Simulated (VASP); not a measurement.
Wanted: the native input for a VASP 6.6.1 run.

* Task: single point
* Functional: PBE
* Potentials or basis: VASP PAW PBE potentials, release 64 (Li_sv, Cl)
* Cutoff: 520 eV
* k mesh: 8 × 4 × 2
* Occupations: gaussian, width 0.1 eV
* Spin: no spin polarisation
* Dipole correction: no
* Further INCAR settings: ALGO = Normal; EDIFF = 1e-06; NBANDS = 18

The structure of LiCl lies in POSCAR:

```
LiCl
1.0
    3.6787150025      0.0000000000      0.0000000000
    0.0000000000      7.1372608544      0.0000000000
    0.0000000000      0.0000000000      7.9377662610
Li Cl
2 2
Direct
    0.0000000000      0.5000000000      0.7586664476
    0.0000000000      0.5000000000      0.2413335524
    0.0000000000      0.0000000000      0.5000000000
    0.0000000000      0.5000000000      0.5000000000
```

One way to write it, as run:

INCAR

```
ALGO = Normal ; EDIFF = 1E-6
ENCUT = 520 ; GGA = PE
ISIF = 2 ; ISMEAR = 0
LASPH = True ; LCHARG = False
LREAL = False ; LWAVE = False
NBANDS = 18 ; NELM = 80
PREC = Accurate ; SIGMA = 0.1
```

KPOINTS

```
k-points
0
Gamma
  8 4 2
```

Potentials or basis: VASP PAW PBE potentials, release 64 (Li_sv, Cl).

Command:

```console
$ cat potpaw_PBE.64/Li_sv/POTCAR potpaw_PBE.64/Cl/POTCAR > POTCAR
$ mpirun -np 1 vasp_std > vasp.out
```

It gave:

| Item | Value |
| --- | --- |
| Largest force | 0.023 eV/Å |
| Band gap on the k mesh | zero (filled and empty bands overlap) |

Caveat: the k points lie up to 0.40 Å⁻¹ apart.

It took 6 min on 1 thread of AMD EPYC 7R13, with other jobs on the host, peak memory 0.29 GiB.
